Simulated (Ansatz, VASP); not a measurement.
PtS2: VASP beside Ansatz

INCAR

```
SYSTEM = PtS2
PREC = Accurate
ENCUT = 520
EDIFF = 1E-6
ISMEAR = -1
SIGMA = 0.02
LREAL = .FALSE.
LASPH = .TRUE.
NELM = 80
ALGO = Normal
ISIF = 2
LWAVE = .FALSE.
LCHARG = .TRUE.
GGA = PE
LELF = .TRUE.
LVHAR = .TRUE.
NBANDS = 18
```

KPOINTS

```
Automatic mesh
0
G
  12 12 6
  0 0 0
```

Contents of POSCAR:

```
PtS2
1.0
    3.5291767756      0.0000000000      0.0000000000
   -1.7645883878      3.0563567421      0.0000000000
    0.0000000000      0.0000000000      5.0890199314
Pt S
1 2
Direct
    0.0000000000      0.0000000000      0.0000000000
    0.3333333333      0.6666666667      0.2428239062
    0.6666666667      0.3333333333      0.7571760938
```

Input for Ansatz:

```yaml
crystal:
  lattice:
    - [3.5291767756, 0.0, 0.0]
    - [-1.7645883878, 3.0563567421, 0.0]
    - [0.0, 0.0, 5.0890199314]
  atoms:
    - { symbol: Pt, position: [0.0, 0.0, 0.0] }
    - { symbol: S, position: [0.3333333333, 0.6666666667, 0.2428239062] }
    - { symbol: S, position: [0.6666666667, 0.3333333333, 0.7571760938] }
kpoints:
  mp_grid: { grid: [12, 12, 6] }
  band_path:
    path:
      - [0.0, 0.0, 0.0]
      - [0.5, 0.0, 0.0]
      - [0.3333333333, 0.3333333333, 0.0]
      - [0.0, 0.0, 0.5]
      - [0.5, 0.0, 0.5]
      - [0.3333333333, 0.3333333333, 0.5]
      - [0.0, 0.25, 0.3333333333]
      - [0.0, 0.169271, 0.197917]
      - [0.0, 0.282552, 0.299479]
    npoints: 1
hamiltonian:
  xc: pbe
scf:
  occupations: { method: fermi_dirac, width: 0.02 }
  n_extra_bands: 4
output:
  forces: true
  stress: true
  eigenvalues: true
```

Change from the starting cell: hydrostatic strain -0.7%.

Alike in both runs: task single point; functional PBE; k mesh 12 × 12 × 6; occupations fermi-dirac, width 0.02 eV; no spin polarisation.

|  | VASP | Ansatz |
| --- | --- | --- |
| version | VASP 6.6.1 | Ansatz 0.2.0 |
| potentials or method | VASP PAW PBE potentials, release 64 (Pt, S) | plane waves, PAW |
| plane-wave cutoff (eV) | 520 | 420 |
| valence electrons in the cell | 22 | 30 |

VASP gave:

- pressure (GPa): 4.8
- traceless stress, the component that is largest in VASP (GPa): -1.86
- rms of the force components (eV/Å): 0.020

Question: What did Ansatz give for the same quantities?

Answer: Pressure (GPa): 5.3; traceless stress, the component that is largest in VASP (GPa): -2.00; rms of the force components (eV/Å): 0.040.

Atom by atom the forces differ by 0.020 eV/Å (rms over components). With one functional, cell and mesh, what is left measures potentials, basis and numerics. VASP's potentials hold 22 valence electrons a cell and Ansatz's 30, so a difference there can come from the potentials and not from the codes.

Spin-orbit coupling is off throughout.
